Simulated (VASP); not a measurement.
A run of VASP 6.6.1 is set up as follows.

Contents of INCAR:

```
ALGO = Normal ; EDIFF = 1E-6
EDIFFG = -0.01 ; ENCUT = 600
GGA = PS ; IBRION = 2
ISIF = 3 ; ISMEAR = -1
ISPIN = 2 ; LASPH = T
LCHARG = F ; LMAXMIX = 6
LORBIT = 11 ; LREAL = F
LWAVE = F ; MAGMOM = 7 0
NELM = 150 ; NSW = 60
PREC = Accurate ; SIGMA = 0.05
```

KPOINTS

```
k-points
0
Gamma
  9 9 9
```

Contents of POSCAR:

```
GdO
1.0
    0.0000000000      2.7000000000      2.7000000000
    2.7000000000      0.0000000000      2.7000000000
    2.7000000000      2.7000000000      0.0000000000
Gd O
1 1
Direct
    0.0000000000      0.0000000000      0.0000000000
    0.2500000000      0.2500000000      0.2500000000
```

Potentials or basis: VASP PAW PBE potentials, release 64 (Gd, O).

Launch:

```bash
$ cat potpaw_PBE.64/Gd/POTCAR potpaw_PBE.64/O/POTCAR > POTCAR
$ mpirun -np 1 vasp_std > vasp.out
```

What does it give for the space group after relaxing (to 0.1 Å)?

F-43m (No. 216).

Estimate the site moments.

Gd +6.44; O -0.05 μB.

What does it give for the relaxed volume?

18.70 Å³/atom.

Final structure:
```xyz
2
Lattice="0.0000 2.6543 2.6543 2.6543 0.0000 2.6543 2.6543 2.6543 0.0000" Properties=species:S:1:pos:R:3 pbc="T T T"
Gd    0.0000    0.0000    0.0000
O     1.3271    1.3271    1.3271
```

Caveat: the PAW data sets were made with another functional, which shifts forces and pressure a little; a cell with one magnetic atom can't hold antiferromagnetic order, which such compounds often take; semilocal functionals describe open f shells poorly, which spoils levels, moments and volumes. The state reached can hang on the start; a lower one may exist.
